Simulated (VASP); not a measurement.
# CdInI3 (Pm-3m) in VASP: a series of runs, part 3 of 3

VASP 6.6.1.

## Step 5: Relaxation of cell and atoms, PBE

This run uses another cell than the first one, of 35.29 Å³/atom, 0.832 times its volume.

Input file INCAR:

```
PREC = Accurate ; ENCUT = 600
EDIFF = 1E-6 ; ISMEAR = 0
SIGMA = 0.1 ; LREAL = F
LASPH = T ; NELM = 100
ALGO = Normal ; ISIF = 3
LWAVE = F ; LCHARG = F
GGA = PE ; IBRION = 2
NSW = 90 ; EDIFFG = -0.04
```

Input file KPOINTS:

```
regular mesh
0
Gamma
  4 4 4
```

Input file POSCAR:

```
CdInI3
1.0
    5.6089095900      0.0000000000      0.0000000000
    0.0000000000      5.6089095900      0.0000000000
    0.0000000000      0.0000000000      5.6089095900
Cd In I
1 1 3
Direct
    0.5000000000      0.5000000000      0.5000000000
    0.0000000000      0.0000000000      0.0000000000
    0.5000000000      0.0000000000      0.0000000000
    0.0000000000      0.5000000000      0.0000000000
    0.0000000000      0.0000000000      0.5000000000
```

Potentials or basis: VASP PAW PBE potentials, release 64 (Cd, In_d, I).

On the command line:

```
> cat potpaw_PBE.64/Cd/POTCAR potpaw_PBE.64/In_d/POTCAR potpaw_PBE.64/I/POTCAR > POTCAR
> mpirun -np 1 vasp_std > vasp.out
```

OUTCAR:

```text
PREC = Accurate
   ENCUT = 600
   EDIFF = 1E-6
   ISMEAR = 0
   LREAL = F
   LASPH = T
   NELM = 100
   ISIF = 3
   GGA = PE
   IBRION = 2
   NSW = 90
   EDIFFG = -0.04

 ion  position               nearest neighbor table
   1  0.500  0.500  0.500-
   2  0.000  0.000  0.000-   3 2.80   4 2.80   5 2.80   5 2.80   4 2.80   3 2.80
   3  0.500  0.000  0.000-   2 2.80   2 2.80
   4  0.000  0.500  0.000-   2 2.80   2 2.80
   5  0.000  0.000  0.500-   2 2.80   2 2.80

  LATTYP: Found a simple cubic cell.
 ALAT       =     5.6089095900

  Lattice vectors:

 A1 = (   5.6089095900,   0.0000000000,   0.0000000000)
 A2 = (   0.0000000000,   5.6089095900,   0.0000000000)
 A3 = (   0.0000000000,   0.0000000000,   5.6089095900)

Analysis of symmetry for initial positions (statically):
=====================================================================
 Subroutine PRICEL returns:
 Original cell was already a primitive cell.

 Routine SETGRP: Setting up the symmetry group for a
 simple cubic supercell.

 Subroutine GETGRP returns: Found 48 space group operations
[... 9 lines left out ...]

 Routine SETGRP: Setting up the symmetry group for a
 simple cubic supercell.

 Subroutine GETGRP returns: Found 48 space group operations
[... 11 lines left out ...]
                                     Primitive cell

  volume of cell :     176.4555

  direct lattice vectors                    reciprocal lattice vectors
     5.608909590  0.000000000  0.000000000     0.178287773  0.000000000  0.000000000
     0.000000000  5.608909590  0.000000000     0.000000000  0.178287773  0.000000000
     0.000000000  0.000000000  5.608909590     0.000000000  0.000000000  0.178287773

  length of vectors
     5.608909590  5.608909590  5.608909590     0.178287773  0.178287773  0.178287773

  position of ions in fractional coordinates (direct lattice)
     0.500000000  0.500000000  0.500000000
     0.000000000  0.000000000  0.000000000
     0.500000000  0.000000000  0.000000000
     0.000000000  0.500000000  0.000000000
     0.000000000  0.000000000  0.500000000

  ion indices of the primitive-cell ions
   primitive index   ion index
                 1           1
                 2           2
                 3           3
                 4           4
                 5           5

----------------------------------------------------------------------------------------

 KPOINTS: regular mesh

Automatic generation of k-mesh.
 Grid dimensions read from file:
 generate k-points for:    4    4    4

 Generating k-lattice:

  Cartesian coordinates                     Fractional coordinates (reciprocal lattice)
     0.044571943  0.000000000  0.000000000     0.250000000  0.000000000  0.000000000
     0.000000000  0.044571943  0.000000000     0.000000000  0.250000000  0.000000000
     0.000000000  0.000000000  0.044571943     0.000000000  0.000000000  0.250000000

  Length of vectors
     0.044571943  0.044571943  0.044571943

  Shift w.r.t. Gamma in fractional coordinates (k-lattice)
     0.000000000  0.000000000  0.000000000

 Subroutine IBZKPT returns following result:
 ===========================================

 Found     10 irreducible k-points:

 Following reciprocal coordinates:
            Coordinates               Weight
  0.000000  0.000000  0.000000      1.000000
  0.250000  0.000000  0.000000      6.000000
  0.500000  0.000000  0.000000      3.000000
  0.250000  0.250000  0.000000     12.000000
  0.500000  0.250000  0.000000     12.000000
  0.500000  0.500000  0.000000      3.000000
  0.250000  0.250000  0.250000      8.000000
  0.500000  0.250000  0.250000     12.000000
  0.500000  0.500000  0.250000      6.000000
  0.500000  0.500000  0.500000      1.000000
   k-points           NKPTS =     10   k-points in BZ     NKDIM =     10   number of bands    NBANDS=     27
   number of dos      NEDOS =    301   number of ions     NIONS =      5
   total plane-waves  NPLWV = 110592
   dimension x,y,z NGX =    48 NGY =   48 NGZ =   48
   dimension x,y,z NGXF=    96 NGYF=   96 NGZF=   96
   ions per type =               1   1   3
   NGX,Y,Z   is equivalent  to a cutoff of  14.23, 14.23, 14.23 a.u.
   NGXF,Y,Z  is equivalent  to a cutoff of  28.45, 28.45, 28.45 a.u.
 SYSTEM =  unknown system
   PREC   = accura    normal or accurate (medium, high low for compatibility)
   ISTART =      0    job   : 0-new  1-cont  2-samecut
   ICHARG =      2    charge: 1-file 2-atom 10-const
   ISPIN  =      1    spin polarized calculation?
   LNONCOLLINEAR =      F non collinear calculations
   LSORBIT =      F    spin-orbit coupling
   LASPH  =      T    aspherical Exc in radial PAW
   ENCUT  =  600.0 eV  44.10 Ry    6.64 a.u.  11.20 11.20 11.20*2*pi/ulx,y,z
   NELM   =    100;   NELMIN=  2; NELMDL= -5     # of ELM steps
   EDIFF  = 0.1E-05   stopping-criterion for ELM
   LREAL  =      F    real-space projection
   EDIFFG = -.4E-01   stopping-criterion for IOM
   NSW    =     90    number of steps for IOM
   IBRION =      2    ionic relax: 0-MD 1-quasi-New 2-CG
   NFREE  =      1    steps in history (QN), initial steepest desc. (CG)
   ISIF   =      3    stress and relaxation
   ISYM   =      2    0-nonsym 1-usesym 2-fastsym
   POTIM  = 0.5000    time-step for ionic-motion
   TEBEG  =    0.0;   TEEND  =   0.0 temperature during run
   PSTRESS=    0.0 pullay stress
   NELECT =      46.0000    total number of electrons
   NUPDOWN=      -1.0000    fix difference up-down
   EMIN   =  10.00;   EMAX   =-10.00  energy-range for DOS
   EFERMI =   0.00;   METHOD = LEGACY
   ISMEAR =     0;   SIGMA  =   0.10  broadening in eV -4-tet -1-fermi 0-gaus
   EFERMI_NEDOS =   21; number of points for ismear=-14 and -15
   IALGO  =     38    algorithm
   IMIX   =      4    mixing-type and parameters
     AMIX     =   0.40;   BMIX     =  1.00
     AMIX_MAG =   1.60;   BMIX_MAG =  1.00
  volume/ion in A,a.u.               =      35.29       238.16
  Fermi-wavevector in a.u.,A,eV,Ry     =   1.045801  1.976277 14.880685  1.093699
  Thomas-Fermi vector in A             =   2.180612
   LORBIT       =      0    0 simple, 1 ext, 2 COOP (PROOUT), +10 PAW based schemes
   GGA     = PE    functional components
   LHFCALC =     F    Hartree Fock is set to
   AEXX    =    0.0000 exact exchange contribution
   IVDW    =     0    specifies the selected vdW correction
   LEPSILON=     F    determine dielectric tensor
   LRPA    =     F    only Hartree local field effects (RPA)
 conjugate gradient relaxation of ions
 non-spin polarized calculation
 Gauss-broadening in eV      SIGMA  =   0.10
  energy-cutoff  :      600.00
  volume of cell :      176.46
 maximum number of plane-waves:      5910
 NGX is ok and might be reduce to    48
   NGX = 23   NGY = 23   NGZ = 23

--------------------------------------- Ionic step        1  -------------------------------------------

 number of electron      46.0000007 magnetization

 Free energy of the ion-electron system (eV)
  ---------------------------------------------------
  ext. energy  EPLUGINS =         0.00000000
  ---------------------------------------------------
  free energy    TOTEN  =        -8.30597468 eV

  energy without entropy =       -8.29395532  energy(sigma->0) =       -8.29996500

------------------------ aborting loop because EDIFF is reached ----------------------------------------

  FORCE on cell =-STRESS in cart. coord.  units (eV):
  Direction    XX          YY          ZZ          XY          YZ          ZX
  --------------------------------------------------------------------------------------
  -------------------------------------------------------------------------------------
  Total        5.9780327      5.9780327      5.9780327     -0.0000000     -0.0000000      0.0000000
  in kB       54.2792137     54.2792137     54.2792137     -0.0000000     -0.0000000      0.0000000
  external PRESSURE =      54.2792137 kB  Pullay stress =       0.0000000 kB
[... 63 lines left out ...]
  energy  without entropy=       -8.7906781727  energy(sigma->0) =       -8.79949116

--------------------------------------- Ionic step        3  -------------------------------------------

 number of electron      46.0000017 magnetization

 Free energy of the ion-electron system (eV)
  ---------------------------------------------------
  ext. energy  EPLUGINS =         0.00000000
  ---------------------------------------------------
  free energy    TOTEN  =        -8.81153583 eV

  energy without entropy =       -8.79380427  energy(sigma->0) =       -8.80267005

 E-fermi :   1.8065     XC(G=0):  -7.8649

 val. band max:        1.7779105301   @ k =   0.5000   0.2500   0.0000
 cond. band min:       1.8105061512   @ k =   0.5000   0.0000   0.0000
 fundamental gap:      0.0325956211
 Fermi energy:         1.8064624407

 k-point     1 :       0.0000    0.0000    0.0000
  band No.  band energies     occupation
      1     -12.9459      2.00000
      2     -12.9459      2.00000
      3     -12.7614      2.00000
      4     -12.7614      2.00000
      5     -12.7614      2.00000
      6     -10.8195      2.00000
[... 321 lines left out ...]
  FREE ENERGIE OF THE ION-ELECTRON SYSTEM (eV)
  ---------------------------------------------------
  free  energy   TOTEN  =        -8.8115358301 eV

  energy  without entropy=       -8.7938042679  energy(sigma->0) =       -8.80267005

 reached required accuracy - stopping structural energy minimisation
```

CONTCAR:

```text
CdInI3
   1.00000000000000
     5.9690585888176084   -0.0000000000000000    0.0000000000000000
    -0.0000000000000000    5.9690585888176084   -0.0000000000000000
     0.0000000000000000   -0.0000000000000000    5.9690585888176084
  Cd              In              I
     1     1     3
Direct
     0.5000000000000000    0.5000000000000000    0.5000000000000000
     0.0000000000000000    0.0000000000000000    0.0000000000000000
     0.5000000000000000    0.0000000000000000    0.0000000000000000
     0.0000000000000000    0.5000000000000000    0.0000000000000000
     0.0000000000000000    0.0000000000000000    0.5000000000000000

  0.00000000E+00  0.00000000E+00  0.00000000E+00
  0.00000000E+00  0.00000000E+00  0.00000000E+00
  0.00000000E+00  0.00000000E+00  0.00000000E+00
  0.00000000E+00  0.00000000E+00  0.00000000E+00
  0.00000000E+00  0.00000000E+00  0.00000000E+00
```

Run time: 2.3 min. Hardware: 1 thread of Intel Xeon Platinum 8259CL at 2.50GHz (Skylake/Cascade Lake), shared host; peak memory 0.37 GiB.

Results:

* Free energy: -8.8115 eV
* Relaxed volume: 42.54 Å³/atom
* Relaxed cell: a = 5.969 Å, b = 5.969 Å, c = 5.969 Å, α = 90.00°, β = 90.00°, γ = 90.00°
* Space group after relaxing (to 0.05 Å): Pm-3m (No. 221)
* Energy gained by relaxing: 101.1 meV/atom
* Ionic steps: 3
* Pressure after relaxing: 0.0 GPa
* Band gap on the k mesh: zero (band 23 reaches 1.81 eV, above the bottom of band 24 at 0.88 eV)

Step by step:
```csv
step,energy change (eV),largest force (eV/Å),pressure (GPa),volume (Å³)
1,0.0000,0.0000,5.43,176.46
2,-0.5023,0.0000,0.31,208.78
3,-0.5056,0.0000,-0.04,212.68
```

Final structure:
```
CELL_PARAMETERS angstrom
5.96906 0.00000 0.00000
0.00000 5.96906 0.00000
0.00000 0.00000 5.96906
ATOMIC_POSITIONS crystal
Cd 0.50000 0.50000 0.50000
In 0.00000 0.00000 0.00000
I 0.50000 0.00000 0.00000
I 0.00000 0.50000 0.00000
I 0.00000 0.00000 0.50000
```

Levels at points of the mesh, in eV from the Fermi level:
| k point | band 21 | band 22 | band 23 | band 24 | band 25 | band 26 |
| --- | --- | --- | --- | --- | --- | --- |
| (0.00, 0.00, 0.00) | -1.28 | -1.28 | -1.28 | -0.93 | 5.23 | 5.34 |
| (0.50, 0.00, 0.00) | -1.26 | -1.26 | 0.00 | 0.49 | 3.31 | 3.64 |
| (0.50, 0.50, 0.00) | -1.46 | -0.64 | -0.07 | 1.82 | 3.00 | 3.00 |
| (0.50, 0.50, 0.50) | -0.64 | -0.64 | -0.64 | 2.47 | 2.47 | 2.47 |

Caveat: the volume moved by over 15 % at a fixed basis, so the end points are rough; spin-orbit coupling is left out, which moves the levels of the heavy elements.

## Step 6: The runs side by side

| task | cell | k mesh | cutoff (eV) | gap on the mesh (eV) | pressure (GPa) | relaxed volume (Å³/atom) |
| --- | --- | --- | --- | --- | --- | --- |
| single point | a = 5.962 Å, 5 atoms | 6 × 6 × 6 | 520 | none | 0.0 | - |
| relaxation of cell and atoms | relaxed from a = 5.938 Å, 5 atoms | 6 × 6 × 6 | 600 | none | 0.0 | 42.37 |
| single point | a = 5.938 Å, 5 atoms | 4 × 4 × 4 | 520 | none | 0.3 | - |
| relaxation of cell and atoms | relaxed from a = 5.609 Å, 5 atoms | 4 × 4 × 4 | 600 | none | 0.0 | 42.54 |

Alike in all rows: level PBE; potentials or basis VASP PAW PBE potentials, release 64 (Cd, In_d, I); no spin polarisation; smearing gaussian 0.1 eV.

Caveats: spin-orbit coupling is left out, which moves the levels of the heavy elements; the volume moved by over 15 % at a fixed basis, so the end points are rough (some runs).

Total energies depend on the potentials used, so only differences within one code and one set of settings carry meaning.
